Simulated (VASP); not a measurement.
# Mg5CdTe6 (P-4m2) in VASP: notebook, part 2 of 2

VASP 6.6.1.

## (3) Single point, PBE

This run uses another cell than the first one, of 34.52 Å³/atom.

Contents of INCAR:

```
ALGO = Normal ; EDIFF = 1E-6
ENCUT = 520 ; GGA = PE
ISIF = 2 ; ISMEAR = 0
LASPH = True ; LCHARG = True
LELF = True ; LREAL = False
LVHAR = True ; LWAVE = False
NBANDS = 41 ; NELM = 100
PREC = Accurate ; SIGMA = 0.1
```

Contents of KPOINTS:

```
k-points
0
Gamma
  4 4 1
```

Contents of POSCAR:

```
Mg5CdTe6
1.0
    4.6069360673      0.0000000000      0.0000000000
    0.0000000000      4.6069360673      0.0000000000
    0.0000000000      0.0000000000     19.5164842424
Mg Cd Te
5 1 6
Direct
    0.0000000000      0.0000000000      0.8318045736
    0.5000000000      0.5000000000      0.6660123963
    0.0000000000      0.0000000000      0.5000000000
    0.5000000000      0.5000000000      0.3339876037
    0.0000000000      0.0000000000      0.1681954264
    0.5000000000      0.5000000000      0.0000000000
    0.5000000000      0.0000000000      0.5830080096
    0.0000000000      0.5000000000      0.4169919904
    0.5000000000      0.0000000000      0.2509872225
    0.0000000000      0.5000000000      0.0860791007
    0.5000000000      0.0000000000      0.9139208993
    0.0000000000      0.5000000000      0.7490127775
```

Potentials or basis: VASP PAW PBE potentials, release 64 (Mg, Cd, Te).

Command:

```console
cat potpaw_PBE.64/Mg/POTCAR potpaw_PBE.64/Cd/POTCAR potpaw_PBE.64/Te/POTCAR > POTCAR
mpirun -np 1 vasp_std > vasp.out
```

OUTCAR:

```text
EDIFF = 1E-6
   ENCUT = 520
   GGA = PE
   ISIF = 2
   ISMEAR = 0
   LASPH = True
   LREAL = False
   NELM = 100
   PREC = Accurate

 ion  position               nearest neighbor table
   1  0.000  0.000  0.832-  11 2.81  11 2.81  12 2.81  12 2.81
   2  0.500  0.500  0.666-  12 2.82  12 2.82   7 2.82   7 2.82
   3  0.000  0.000  0.500-   7 2.82   8 2.82   8 2.82   7 2.82
   4  0.500  0.500  0.334-   9 2.82   9 2.82   8 2.82   8 2.82
   5  0.000  0.000  0.168-  10 2.81  10 2.81   9 2.81   9 2.81
[... 474 lines left out ...]

 VOLUME and BASIS-vectors are now :
 -----------------------------------------------------------------------------
  energy-cutoff  :      520.00
  volume of cell :      414.22
      direct lattice vectors                 reciprocal lattice vectors
     4.606936067  0.000000000  0.000000000     0.217064006  0.000000000  0.000000000
     0.000000000  4.606936067  0.000000000     0.000000000  0.217064006  0.000000000
     0.000000000  0.000000000 19.516484242     0.000000000  0.000000000  0.051238737

 POSITION                                       TOTAL-FORCE (eV/Angst)
 -----------------------------------------------------------------------------------
      0.00000      0.00000     16.23390        -0.000000      0.000000     -0.007560
      2.30347      2.30347     12.99822        -0.000000      0.000000     -0.001609
      0.00000      0.00000      9.75824         0.000000      0.000000      0.000000
      2.30347      2.30347      6.51826         0.000000      0.000000      0.001609
      0.00000      0.00000      3.28258         0.000000      0.000000      0.007560
      2.30347      2.30347      0.00000         0.000000     -0.000000      0.000000
      2.30347      0.00000     11.37827         0.000000      0.000000     -0.000843
      0.00000      2.30347      8.13822        -0.000000      0.000000      0.000843
      2.30347      0.00000      4.89839         0.000000      0.000000      0.012485
      0.00000      2.30347      1.67996         0.000000      0.000000      0.033932
      2.30347      0.00000     17.83652         0.000000      0.000000     -0.033932
      0.00000      2.30347     14.61810         0.000000      0.000000     -0.012485
 -----------------------------------------------------------------------------------
    total drift:                                0.000000      0.000000      0.000000

  FREE ENERGIE OF THE ION-ELECTRON SYSTEM (eV)
  ---------------------------------------------------
  free  energy   TOTEN  =       -36.7505151882 eV

  energy  without entropy=      -36.7505151882  energy(sigma->0) =      -36.75051519
```

OSZICAR:

```text
N       E                     dE             d eps       ncg     rms          rms(c)
DAV:   1     0.265117540872E+03    0.26512E+03   -0.20700E+04   492   0.112E+03
DAV:   2    -0.148798970688E+02   -0.28000E+03   -0.26958E+03   588   0.191E+02
DAV:   3    -0.374972239815E+02   -0.22617E+02   -0.22514E+02   581   0.548E+01
DAV:   4    -0.380123088095E+02   -0.51508E+00   -0.51476E+00   622   0.879E+00
DAV:   5    -0.380224158031E+02   -0.10107E-01   -0.10107E-01   621   0.132E+00    0.793E+00
DAV:   6    -0.368684742706E+02    0.11539E+01   -0.19854E+00   574   0.632E+00    0.597E+00
DAV:   7    -0.367340562400E+02    0.13442E+00   -0.12228E+00   581   0.345E+00    0.241E+00
DAV:   8    -0.367486053222E+02   -0.14549E-01   -0.61817E-02   541   0.143E+00    0.108E+00
DAV:   9    -0.367497406232E+02   -0.11353E-02   -0.12639E-02   575   0.523E-01    0.230E-01
DAV:  10    -0.367501521471E+02   -0.41152E-03   -0.32437E-03   572   0.293E-01    0.108E-01
DAV:  11    -0.367502783017E+02   -0.12615E-03   -0.37133E-04   559   0.920E-02    0.470E-02
DAV:  12    -0.367504845575E+02   -0.20626E-03   -0.20235E-04   532   0.496E-02    0.148E-02
DAV:  13    -0.367505089787E+02   -0.24421E-04   -0.23191E-05   567   0.200E-02    0.657E-03
DAV:  14    -0.367505133567E+02   -0.43780E-05   -0.40029E-06   524   0.806E-03    0.311E-03
DAV:  15    -0.367505150868E+02   -0.17301E-05   -0.23749E-06   477   0.499E-03    0.116E-03
DAV:  16    -0.367505151882E+02   -0.10145E-06   -0.14661E-07   387   0.145E-03
   1 F= -.36750515E+02 E0= -.36750515E+02  d E =-.456138E-12
```

stdout:

```text
POSCAR found type information on POSCAR MgCdTe
 POSCAR found :  3 types and      12 ions
 scaLAPACK will be used
 LDA part: xc-table for (Slater+PW92), standard interpolation
 POSCAR, INCAR and KPOINTS ok, starting setup
 FFT: planning ... GRIDC
 FFT: planning ... GRID_SOFT
 FFT: planning ... GRID
 WAVECAR not read
 entering main loop
```

Wall time 88 s (1 thread of AMD EPYC 9R45 (Zen 5), shared host); peak memory 0.46 GiB.

What came out:

```
Free energy            : -36.7505 eV
Pressure               : 0.3 GPa
Largest force          : 0.034 eV/Å
Band gap on the k mesh : 1.92 eV
```

Forces in eV/Å, atoms in the order of the input:
```
Mg   0.000  0.000 -0.008
Mg   0.000  0.000 -0.002
Mg   0.000  0.000  0.000
Mg   0.000  0.000  0.002
Mg   0.000  0.000  0.008
Cd   0.000  0.000  0.000
Te   0.000  0.000 -0.001
Te   0.000  0.000  0.001
Te   0.000  0.000  0.012
Te   0.000  0.000  0.034
Te   0.000  0.000 -0.034
Te   0.000  0.000 -0.012
```

Caveat: spin-orbit coupling is left out, which moves the levels of the heavy elements.
